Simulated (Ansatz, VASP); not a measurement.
**One calculation of WS2, two programs**

```
W S
1.0
     3.18352    0.00000    0.00000
    -1.59176    2.75701    0.00000
     0.00000    0.00000   16.61157
W S
1 2
Direct
  0.33333 0.66667 0.00000
  0.66667 0.33333 0.90800
  0.66667 0.33333 0.09200
```

Change from the starting cell: strain -0.0200 x Voigt [0, 0, 1, 0, 0, 0], atoms carried along.

Alike in both runs: task single point; functional r2SCAN; k mesh 12 × 12 × 2; occupations gaussian, width 0.05 eV; no spin polarisation.

```csv
,VASP,Ansatz
version,VASP 6.6.1,Ansatz 0.2.0
potentials or method,"VASP PAW PBE potentials, release 64 (W_sv, S), cutoff 520 eV","scalar-relativistic, plane waves, PAW"
valence electrons in the cell,26,26
```

Ansatz gave:

* gap on the k mesh at the Fermi level (eV): 1.65
* least direct gap on the mesh (eV): 1.84
* rms of the force components (eV/Å): 0.307

Problem. What did VASP give for the same quantities?

Solution. gap on the k mesh at the Fermi level (eV): 1.66; least direct gap on the mesh (eV): 1.84; rms of the force components (eV/Å): 0.317.

VASP's potentials were made for PBE, not for r2SCAN. Atom by atom the forces differ by 0.010 eV/Å (rms over components).

Spin-orbit coupling is off throughout.
